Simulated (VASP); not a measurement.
# TiGe6Mo2 (Fmmm) in VASP: notebook, part 2 of 2

VASP 6.6.1.

## Step 3: Single point, PBE

This run uses another cell than the first one, of the same volume but with other edges.

INCAR reads:

```
SYSTEM = TiGe6Mo2
PREC = Accurate ; ENCUT = 520
EDIFF = 1E-6 ; ISMEAR = 0
SIGMA = 0.2 ; LREAL = .False.
LASPH = .True. ; NELM = 60
ALGO = Normal ; ISIF = 2
LWAVE = .False. ; LCHARG = .False.
GGA = PE ; NBANDS = 72
```

KPOINTS reads:

```
Automatic mesh
0
Gamma
  6 6 6
  0 0 0
```

POSCAR reads:

```
TiGe6Mo2
1.0
    4.7470960000      0.0000000000      0.0000000000
    2.3735480000      4.1785331000      0.0000000000
    2.3735480000      0.0000000000      7.0951981000
Ti Ge Mo
1 6 2
Direct
    0.0000000000      0.0000000000      0.0000000000
    0.3377770000      0.3244460000      1.0000000000
    0.0052170000      0.3243780000      0.6651880000
    0.6704050000      0.3243780000      0.3348120000
    0.6622230000      0.6755540000      1.0000000000
    0.3295950000      0.6756220000      0.6651880000
    0.9947830000      0.6756220000      0.3348120000
    0.6672740000      1.0000000000      0.6654520000
    0.3327260000      1.0000000000      0.3345480000
```

Potentials or basis: VASP PAW PBE potentials, release 64 (Ti_sv, Ge_d, Mo_sv).

Run with:

```sh
$ cat potpaw_PBE.64/Ti_sv/POTCAR potpaw_PBE.64/Ge_d/POTCAR potpaw_PBE.64/Mo_sv/POTCAR > POTCAR
$ mpirun -np 1 vasp_std > vasp.out
```

OUTCAR:

```text
SYSTEM = TiGe6Mo2
   PREC = Accurate
   ENCUT = 520
   EDIFF = 1E-6
   ISMEAR = 0
   LREAL = .False.
   LASPH = .True.
   NELM = 60
   ISIF = 2
   GGA = PE

 ion  position               nearest neighbor table
   1  0.000  0.000  0.000-   5 2.73   2 2.73   5 2.73   2 2.73   3 2.74   6 2.74   7 2.74   4 2.74
                             2 2.82   5 2.82
   2  0.338  0.324  0.000-   5 2.71   1 2.73   1 2.73   9 2.73   8 2.73   5 2.79   5 2.79   6 2.79
                             7 2.79   1 2.82
   3  0.005  0.324  0.665-   9 2.71   6 2.71   8 2.73   8 2.73   1 2.74   7 2.77   6 2.79   6 2.79
                             5 2.79   8 2.82
   4  0.670  0.324  0.335-   8 2.71   7 2.71   9 2.73   9 2.73   1 2.74   6 2.77   7 2.79   7 2.79
                             5 2.79   9 2.82
   5  0.662  0.676  0.000-   2 2.71   1 2.73   1 2.73   9 2.73   8 2.73   2 2.79   2 2.79   4 2.79
                             3 2.79   1 2.82
   6  0.330  0.676  0.665-   9 2.71   3 2.71   8 2.73   8 2.73   1 2.74   4 2.77   3 2.79   3 2.79
                             2 2.79   8 2.82
   7  0.995  0.676  0.335-   8 2.71   4 2.71   9 2.73   9 2.73   1 2.74   3 2.77   4 2.79   4 2.79
                             2 2.79   9 2.82
   8  0.667  0.000  0.665-   4 2.71   7 2.71   6 2.73   3 2.73   3 2.73   6 2.73   5 2.73   2 2.73
[... 2008 lines left out ...]
     72      12.4946      0.00000

 [... further k-points ...]

------------------------ aborting loop because EDIFF is reached ----------------------------------------

  FORCE on cell =-STRESS in cart. coord.  units (eV):
  Direction    XX          YY          ZZ          XY          YZ          ZX
  --------------------------------------------------------------------------------------
  -------------------------------------------------------------------------------------
  Total        0.3902476      0.1720500      0.2511142      0.0000000      0.0000000      0.0000000
  in kB        4.4425712      1.9586144      2.8586794      0.0000000      0.0000000      0.0000000
  external PRESSURE =       3.0866217 kB  Pullay stress =       0.0000000 kB

 VOLUME and BASIS-vectors are now :
 -----------------------------------------------------------------------------
  energy-cutoff  :      520.00
  volume of cell :      140.74
      direct lattice vectors                 reciprocal lattice vectors
     4.747096000  0.000000000  0.000000000     0.210655104 -0.119659217 -0.070470196
     2.373548000  4.178533100  0.000000000     0.000000000  0.239318435  0.000000000
     2.373548000  0.000000000  7.095198100     0.000000000  0.000000000  0.140940392

 POSITION                                       TOTAL-FORCE (eV/Angst)
 -----------------------------------------------------------------------------------
      0.00000      0.00000      0.00000        -0.000000      0.000000      0.000000
      2.37355      1.35571      0.00000        -0.000000      0.028366      0.000000
      2.37355      1.35542      4.71964         0.000000      0.015231      0.011708
      4.74710      1.35542      2.37556         0.000000      0.015231     -0.011708
      4.74710      2.82282      0.00000         0.000000     -0.028366     -0.000000
      4.74710      2.82311      4.71964        -0.000000     -0.015231      0.011708
      7.12064      2.82311      2.37556        -0.000000     -0.015231     -0.011708
      4.74710      0.00000      4.72151         0.000000      0.000000      0.032531
      2.37355      0.00000      2.37368        -0.000000      0.000000     -0.032531
 -----------------------------------------------------------------------------------
    total drift:                                0.000000      0.000000      0.000000

  FREE ENERGIE OF THE ION-ELECTRON SYSTEM (eV)
  ---------------------------------------------------
  free  energy   TOTEN  =       -58.6213886949 eV

  energy  without entropy=      -58.5537511411  energy(sigma->0) =      -58.58756992
```

OSZICAR:

```text
N       E                     dE             d eps       ncg     rms          rms(c)
DAV:   1     0.206901717980E+04    0.20690E+04   -0.53357E+04  8520   0.471E+03
DAV:   2     0.391421613448E+03   -0.16776E+04   -0.16223E+04  6632   0.133E+03
DAV:   3    -0.910440208756E+01   -0.40053E+03   -0.38637E+03  6688   0.357E+02
DAV:   4    -0.601725444634E+02   -0.51068E+02   -0.49161E+02  8792   0.118E+02
DAV:   5    -0.622810812845E+02   -0.21085E+01   -0.20881E+01  8752   0.259E+01    0.233E+01
DAV:   6    -0.596349279626E+02    0.26462E+01   -0.32559E+01  9976   0.215E+01    0.820E+00
DAV:   7    -0.596675437820E+02   -0.32616E-01   -0.19553E+01  8376   0.189E+01    0.703E+00
DAV:   8    -0.587648791921E+02    0.90266E+00   -0.32979E+00  8256   0.878E+00    0.412E+00
DAV:   9    -0.586230643350E+02    0.14181E+00   -0.64187E-01  9272   0.554E+00    0.118E+00
DAV:  10    -0.586227311806E+02    0.33315E-03   -0.93159E-02  8680   0.174E+00    0.624E-01
DAV:  11    -0.586214346715E+02    0.12965E-02   -0.17217E-02  8432   0.103E+00    0.973E-02
DAV:  12    -0.586214174350E+02    0.17237E-04   -0.18791E-03  8400   0.486E-01    0.472E-02
DAV:  13    -0.586213797623E+02    0.37673E-04   -0.30444E-04  9104   0.309E-01    0.299E-02
DAV:  14    -0.586213882627E+02   -0.85004E-05   -0.64008E-05  8136   0.929E-02    0.583E-03
DAV:  15    -0.586213886949E+02   -0.43220E-06   -0.83933E-06  6408   0.266E-02
   1 F= -.58621389E+02 E0= -.58587570E+02  d E =-.676376E-01
```

Run time: 4.8 min. Hardware: 1 thread of Intel Xeon 6975P-C (Granite Rapids), shared host; peak memory 0.5 GiB.

What came out:

- Free energy: -58.6214 eV
- Pressure: 0.3 GPa
- Largest force: 0.033 eV/Å
- Band gap on the k mesh: zero (bands 62 and 63 overlap by 1.15 eV)

Forces in eV/Å, atoms in the order of the input:
```
Ti   0.000  0.000  0.000
Ge   0.000  0.028  0.000
Ge   0.000  0.015  0.012
Ge   0.000  0.015 -0.012
Ge   0.000 -0.028  0.000
Ge   0.000 -0.015  0.012
Ge   0.000 -0.015 -0.012
Mo   0.000  0.000  0.033
Mo   0.000  0.000 -0.033
```

Levels at points of the mesh, in eV from the Fermi level:
| k point | band 58 | band 59 | band 60 | band 61 | band 62 | band 63 | band 64 | band 65 | band 66 | band 67 |
| --- | --- | --- | --- | --- | --- | --- | --- | --- | --- | --- |
| (0.00, 0.00, 0.00) | -1.66 | -1.62 | -1.54 | -1.15 | -0.84 | 0.92 | 2.74 | 2.81 | 2.83 | 2.95 |
| (0.50, 0.00, 0.00) | -1.60 | -1.58 | -1.27 | -0.59 | -0.38 | 0.43 | 1.41 | 1.58 | 1.71 | 2.04 |
| (0.00, 0.50, 0.00) | -1.35 | -1.21 | -0.76 | -0.10 | -0.07 | 0.04 | 0.34 | 1.00 | 1.12 | 1.13 |
| (0.00, 0.00, 0.50) | -1.31 | -1.31 | -1.01 | -0.91 | -0.86 | -0.64 | 1.28 | 1.80 | 2.19 | 2.24 |
| (0.00, 0.50, 0.50) | -0.92 | -0.87 | -0.50 | 0.00 | 0.11 | 0.22 | 0.30 | 0.65 | 1.07 | 1.47 |
